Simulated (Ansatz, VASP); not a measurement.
**One calculation of NiO, two programs**

The input POSCAR:

```
NiO
1.0
    0.0000000000      2.2406300000      2.2406300000
    2.2406300000      0.0000000000      2.2406300000
    2.2406300000      2.2406300000      0.0000000000
Ni O
1 1
Direct
    0.0000000000      0.0000000000      0.0000000000
    0.7500000000      0.7500000000      0.7500000000
```

INCAR.step1

```
  PREC = Accurate
  ENCUT = 520
  EDIFF = 1E-5
  ISMEAR = -1
  SIGMA = 0.05
  LREAL = F
  LASPH = T
  NELM = 150
  ALGO = Normal
  ISIF = 2
  LWAVE = T
  LCHARG = F
  ISPIN = 2
  MAGMOM = 1 0
  LORBIT = 11
  LMAXMIX = 4
  NBANDS = 19
  GGA = PE
```

Contents of INCAR.step2:

```
  PREC = Accurate
  ENCUT = 520
  EDIFF = 1E-7
  ISMEAR = -1
  SIGMA = 0.05
  LREAL = F
  LASPH = T
  NELM = 150
  ALGO = Normal
  ISIF = 2
  LWAVE = F
  LCHARG = F
  ISPIN = 2
  MAGMOM = 1 0
  LORBIT = 11
  LMAXMIX = 4
  GGA = PE
  LHFCALC = T
  AEXX = 0.25
  HFSCREEN = 0.3
  PRECFOCK = Normal
  NBANDS = 19
  ISTART = 1
```

The input KPOINTS:

```
Automatic mesh
0
Gamma
  5 5 5
```

Contents of input:

```
crystal:
  lattice:
    - [0.0, 2.24063, 2.24063]
    - [2.24063, 0.0, 2.24063]
    - [2.24063, 2.24063, 0.0]
  atoms:
    - { symbol: Ni, position: [0.0, 0.0, 0.0], spin: 1.0 }
    - { symbol: O, position: [0.75, 0.75, 0.75] }
hamiltonian:
  xc: { exchange: pbe, correlation: pbe, exx: { coeff: 0.25, omega: 0.3 } }
  pseudopotentials: { kind: paw }
magnetization:
  spin_polarized: true
kpoints:
  mp_grid: { grid: [5, 5, 5] }
  band_path:
    path:
      - [[0.0, 0.0, 0.0], [0.5, 0.0, 0.5], [0.5, 0.25, 0.75], [0.375, 0.375, 0.75], [0.0, 0.0, 0.0], [0.5, 0.5, 0.5], [0.625, 0.25, 0.625], [0.5, 0.25, 0.75], [0.5, 0.5, 0.5], [0.375, 0.375, 0.75]]
      - [[0.625, 0.25, 0.625], [0.5, 0.0, 0.5]]
    npoints: 4
scf:
  occupations: { method: fermi_dirac, width: 0.05 }
  n_extra_bands: 6
output:
  forces: true
  stress: true
  eigenvalues: true
  fatbands: false
```

Alike in both runs: functional PBE-based screened hybrid with a share of 0.25 of exact exchange and HFSCREEN = 0.3; k mesh 5 × 5 × 5; occupations fermi-dirac, width 0.05 eV; collinear spin.

```csv
,VASP,Ansatz
version,VASP 6.6.1,Ansatz 0.2.0
potentials or method,"VASP PAW PBE potentials, release 64 (Ni, O)",Ansatz PAW
plane-wave cutoff (eV),520,420
valence electrons in the cell,16,24
task,single point,band structure
```

Ansatz gave:

| Item | Value |
| --- | --- |
| gap on the k mesh at the Fermi level (eV) | none |
| pressure (GPa) | -3.6 |
| net moment per atom (μB) | 1.00 |
| size of the moment on the site where the two differ most (μB) | 1.66 |

Problem. Which values does VASP return?

Solution. gap on the k mesh at the Fermi level (eV): none; pressure (GPa): -3.0; net moment per atom (μB): 1.00; size of the moment on the site where the two differ most (μB): 1.65.

VASP's potentials were made for PBE, not for PBE-based screened hybrid. Site moments also hang on the region over which each program counts them. A gap of «none» marks a metal or a gap that the smearing closes. The functional is the same, so the differences come from potentials, cutoffs and numerics. VASP's potentials hold 16 valence electrons a cell and Ansatz's 24, so a difference there can come from the potentials and not from the codes.

The k mesh is coarse, so the values compare programs but aren't converged. Noted on Ansatz's run: the magnetic or orbital state may not be the lowest.
